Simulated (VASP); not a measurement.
# SiO2 (Pnnm) in VASP: electric field gradients with PBE

Aim: the electric field gradients of SiO2 with PBE.

All numbers are computed with VASP 6.6.1; they aren't measurements. Logs are shortened: lines on timing, memory, paths and dates and some standing lists are left out, and cuts for length are marked.

### 1 The cell of the first run

Symmetry: Pnnm, No. 58, orthorhombic system. The conventional cell has a = 4.958 Å, b = 8.741 Å, c = 8.679 Å, α = 90.00°, β = 90.00°, γ = 90.00°. Within 2.1 Å of Si (site symmetry 1) lie 4 O at 1.61 Å. O (site symmetry m) has 2 Si at 1.61 Å within 2.1 Å. Within 2.1 Å of O (site symmetry 2) lie 2 Si at 1.61 Å. O (site symmetry 1) has 2 Si at 1.61 Å within 2.1 Å.

### 2 Electric field gradients, PBE

INCAR

```
SYSTEM = SiO2
ALGO = Normal
EDIFF = 1E-8
ENCUT = 520
GGA = PE
ISIF = 2
ISMEAR = -1
LASPH = .True.
LCHARG = .False.
LEFG = .True.
LREAL = Auto
LWAVE = .False.
NBANDS = 82
NELM = 60
PREC = Accurate
SIGMA = 0.02
```

KPOINTS

```
k-points
0
Gamma
  5 3 3
  0 0 0
```

POSCAR

```
SiO2
1.0
    4.9580069400      0.0000000000      0.0000000000
    0.0000000000      8.7413227800      0.0000000000
    0.0000000000      0.0000000000      8.6786427400
Si O
8 16
Direct
    0.9337143700      0.1740547800      0.1812569300
    0.0662856300      0.8259452200      0.1812569300
    0.4337143700      0.3259452200      0.3187430700
    0.9337143700      0.1740547800      0.8187430700
    0.0662856300      0.8259452200      0.8187430700
    0.4337143700      0.3259452200      0.6812569300
    0.5662856300      0.6740547800      0.3187430700
    0.5662856300      0.6740547800      0.6812569300
    0.0135512900      0.8012656000      0.0000000000
    0.5000000000      0.5000000000      0.2715662200
    0.5135512900      0.6987344000      0.5000000000
    0.9864487100      0.1987344000      0.0000000000
    0.1231752200      0.2889473600      0.7216060400
    0.8768247800      0.7110526400      0.7216060400
    0.0000000000      0.0000000000      0.7715662200
    0.6231752200      0.2110526400      0.2216060400
    0.3768247800      0.7889473600      0.2216060400
    0.5000000000      0.5000000000      0.7284337800
    0.3768247800      0.7889473600      0.7783939600
    0.1231752200      0.2889473600      0.2783939600
    0.6231752200      0.2110526400      0.7783939600
    0.4864487100      0.3012656000      0.5000000000
    0.0000000000      0.0000000000      0.2284337800
    0.8768247800      0.7110526400      0.2783939600
```

Potentials or basis: VASP PAW PBE potentials, release 64 (Si, O).

On the command line:

```console
$ cat potpaw_PBE.64/Si/POTCAR potpaw_PBE.64/O/POTCAR > POTCAR
$ mpirun -np 1 vasp_std > vasp.out
```

OUTCAR:

```text
SYSTEM = SiO2
   EDIFF = 1E-8
   ENCUT = 520
   GGA = PE
   ISIF = 2
   ISMEAR = -1
   LASPH = .True.
   LREAL = Auto
   NELM = 60
   PREC = Accurate

 ion  position               nearest neighbor table
   1  0.934  0.174  0.181-  12 1.61  23 1.61  16 1.61  20 1.61   3 3.05   3 3.05   2 3.11   4 3.15

   2  0.066  0.826  0.181-   9 1.61  23 1.61  17 1.61  24 1.61   7 3.05   7 3.05   1 3.11   5 3.15

   3  0.434  0.326  0.319-  22 1.61  10 1.61  20 1.61  16 1.61   1 3.05   1 3.05   7 3.11   6 3.15
[... 13 lines left out ...]
  11  0.514  0.699  0.500-   7 1.61   8 1.61
  12  0.986  0.199  0.000-   1 1.61   4 1.61
  13  0.123  0.289  0.722-   6 1.61   4 1.61
  14  0.877  0.711  0.722-   8 1.61   5 1.61
[... 8 lines left out ...]
  23  0.000  0.000  0.228-   1 1.61   2 1.61
  24  0.877  0.711  0.278-   7 1.61   2 1.61

  LATTYP: Found a simple orthorhombic cell.
 ALAT       =     4.9580069400
 B/A-ratio  =     1.7504297281
 C/A-ratio  =     1.7630719129

  Lattice vectors:

 A1 = (  -4.9580069400,   0.0000000000,   0.0000000000)
 A2 = (   0.0000000000,   0.0000000000,   8.6786427400)
 A3 = (   0.0000000000,   8.7413227800,   0.0000000000)

Analysis of symmetry for initial positions (statically):
=====================================================================
 Subroutine PRICEL returns:
 Original cell was already a primitive cell.

 Routine SETGRP: Setting up the symmetry group for a
 simple orthorhombic supercell.

 Subroutine GETGRP returns: Found  8 space group operations
 (whereof  4 operations were pure point group operations)
 out of a pool of  8 trial point group operations.

The static configuration has the point symmetry C_2h.
 The point group associated with its full space group is D_2h.

Analysis of symmetry for dynamics (positions and initial velocities):
=====================================================================
 Subroutine PRICEL returns:
 Original cell was already a primitive cell.

 Routine SETGRP: Setting up the symmetry group for a
 simple orthorhombic supercell.

 Subroutine GETGRP returns: Found  8 space group operations
 (whereof  4 operations were pure point group operations)
[... 1137 lines left out ...]

------------------------ aborting loop because EDIFF is reached ----------------------------------------

  FORCE on cell =-STRESS in cart. coord.  units (eV):
  Direction    XX          YY          ZZ          XY          YZ          ZX
  --------------------------------------------------------------------------------------
  -------------------------------------------------------------------------------------
  Total       10.4699129     10.4003084     10.0610377     -0.0000000      0.0000000      0.0000000
  in kB       44.5982227     44.3017314     42.8565554     -0.0000000      0.0000000      0.0000000
  external PRESSURE =      43.9188365 kB  Pullay stress =       0.0000000 kB

 VOLUME and BASIS-vectors are now :
 -----------------------------------------------------------------------------
  energy-cutoff  :      520.00
  volume of cell :      376.13
      direct lattice vectors                 reciprocal lattice vectors
     4.958006940  0.000000000  0.000000000     0.201693949  0.000000000  0.000000000
     0.000000000  8.741322780  0.000000000     0.000000000  0.114399162  0.000000000
     0.000000000  0.000000000  8.678642740     0.000000000  0.000000000  0.115225391

 POSITION                                       TOTAL-FORCE (eV/Angst)
 -----------------------------------------------------------------------------------
      4.62936      1.52147      1.57306         0.015687      0.008192     -0.014091
      0.32864      7.21985      1.57306        -0.015687     -0.008192     -0.014091
      2.15036      2.84919      2.76626         0.015687     -0.008192      0.014091
      4.62936      1.52147      7.10558         0.015687      0.008192      0.014091
      0.32864      7.21985      7.10558        -0.015687     -0.008192      0.014091
      2.15036      2.84919      5.91239         0.015687     -0.008192     -0.014091
[... 16 lines left out ...]
      0.00000      0.00000      1.98250         0.000000      0.000000      0.278417
      4.34730      6.21554      2.41608         0.174784     -0.202135      0.129808
 -----------------------------------------------------------------------------------
    total drift:                               -0.000000      0.000000     -0.000000

  FREE ENERGIE OF THE ION-ELECTRON SYSTEM (eV)
  ---------------------------------------------------
  free  energy   TOTEN  =      -189.7234534643 eV

  energy  without entropy=     -189.7234534643  energy(sigma->0) =     -189.72345346

 Electric field gradients (V/A^2)
---------------------------------------------------------------------
 ion       V_xx      V_yy      V_zz      V_xy      V_xz      V_yz
---------------------------------------------------------------------
   1      -1.343    -0.435     1.778     3.109     0.010    -3.908
   2      -1.343    -0.435     1.778     3.109    -0.010     3.908
   3      -1.343    -0.435     1.778    -3.109    -0.010    -3.908
   4      -1.343    -0.435     1.778     3.109    -0.010     3.908
   5      -1.343    -0.435     1.778     3.109     0.010    -3.908
   6      -1.343    -0.435     1.778    -3.109     0.010     3.908
[... 16 lines left out ...]
  23     -43.164    83.907   -40.742   -29.518    -0.000    -0.000
  24      45.719   -18.902   -26.817    42.559   -39.063   -30.865
---------------------------------------------------------------------

 Electric field gradients after diagonalization (V/A^2)
 (convention: |V_zz| > |V_xx| > |V_yy|)
----------------------------------------------------------------------
 ion       V_xx      V_yy      V_zz     asymmetry (V_yy - V_xx)/ V_zz
----------------------------------------------------------------------
   1      -5.169    -0.149     5.319       0.944
   2      -5.169    -0.149     5.319       0.944
   3      -5.169    -0.149     5.319       0.944
   4      -5.169    -0.149     5.319       0.944
   5      -5.169    -0.149     5.319       0.944
   6      -5.169    -0.149     5.319       0.944
[... 16 lines left out ...]
  23     -49.687   -40.742    90.429       0.099
  24     -54.009   -33.703    87.712       0.232
----------------------------------------------------------------------

           NMR quadrupolar parameters

 Cq : quadrupolar parameter    Cq=e*Q*V_zz/h
 eta: asymmetry parameters     (V_yy - V_xx)/ V_zz
 Q  : nuclear electric quadrupole moment in mb (millibarn)
----------------------------------------------------------------------
 ion       Cq(MHz)       eta       Q (mb)
----------------------------------------------------------------------
   1       0.013       0.944       1.000
   2       0.013       0.944       1.000
   3       0.013       0.944       1.000
   4       0.013       0.944       1.000
   5       0.013       0.944       1.000
   6       0.013       0.944       1.000
[... 16 lines left out ...]
  23       0.219       0.099       1.000
  24       0.212       0.232       1.000
----------------------------------------------------------------------
```

Run time: 14 min. Hardware: 1 thread of AMD EPYC 7R13 (Zen 3), shared host; peak memory 0.52 GiB.

What came out:

```yaml
Free_energy: -189.7235 eV
Pressure: 4.4 GPa
Largest_force: 0.297 eV/Å
Band_gap_on_the_k_mesh: 5.69 eV (least direct gap 5.73 eV)
Largest_electric_field_gradient_by_atom: Si +5.3; O +91.8, +90.4, +87.7 (each value once) V/Å²
```

Forces on the atoms (eV/Å):
```
Si   0.016  0.008 -0.014
Si  -0.016 -0.008 -0.014
Si   0.016 -0.008  0.014
Si   0.016  0.008  0.014
Si  -0.016 -0.008  0.014
Si   0.016 -0.008 -0.014
Si  -0.016  0.008  0.014
Si  -0.016  0.008 -0.014
O   -0.137 -0.149  0.000
O    0.000  0.000 -0.278
O   -0.137  0.149  0.000
O    0.137  0.149  0.000
O   -0.175  0.202 -0.130
O    0.175 -0.202 -0.130
O    0.000  0.000 -0.278
O   -0.175 -0.202 -0.130
O    0.175  0.202 -0.130
O    0.000  0.000  0.278
O    0.175  0.202  0.130
O   -0.175  0.202  0.130
O   -0.175 -0.202  0.130
O    0.137 -0.149  0.000
O    0.000  0.000  0.278
O    0.175 -0.202  0.130
```

Levels at points of the mesh, in eV from the valence-band top:
| k point | band 61 | band 62 | band 63 | band 64 | band 65 | band 66 | band 67 | band 68 |
| --- | --- | --- | --- | --- | --- | --- | --- | --- |
| (0.00, 0.00, 0.00) | -0.35 | -0.30 | -0.13 | -0.05 | 5.69 | 7.92 | 7.94 | 8.19 |

Electric field gradients, principal values (V/Å²):
```
atom    least   middle  greatest (by size)
1 Si   -0.149   -5.169               5.319
2 Si   -0.149   -5.169               5.319
3 Si   -0.149   -5.169               5.319
4 Si   -0.149   -5.169               5.319
5 Si   -0.149   -5.169               5.319
6 Si   -0.149   -5.169               5.319
7 Si   -0.149   -5.169               5.319
8 Si   -0.149   -5.169               5.319
 9 O  -39.767  -51.991              91.757
10 O  -40.742  -49.687              90.429
11 O  -39.767  -51.991              91.757
12 O  -39.767  -51.991              91.757
13 O  -33.703  -54.009              87.712
14 O  -33.703  -54.009              87.712
15 O  -40.742  -49.687              90.429
16 O  -33.703  -54.009              87.712
17 O  -33.703  -54.009              87.712
18 O  -40.742  -49.687              90.429
19 O  -33.703  -54.009              87.712
20 O  -33.703  -54.009              87.712
21 O  -33.703  -54.009              87.712
22 O  -39.767  -51.991              91.757
23 O  -40.742  -49.687              90.429
24 O  -33.703  -54.009              87.712
```

Caveat: the cell stands under pressure; without QUAD_EFG the Cq values of the log hold for a quadrupole moment of 1 mb, not for the nuclei. A k mesh can miss the band edges.
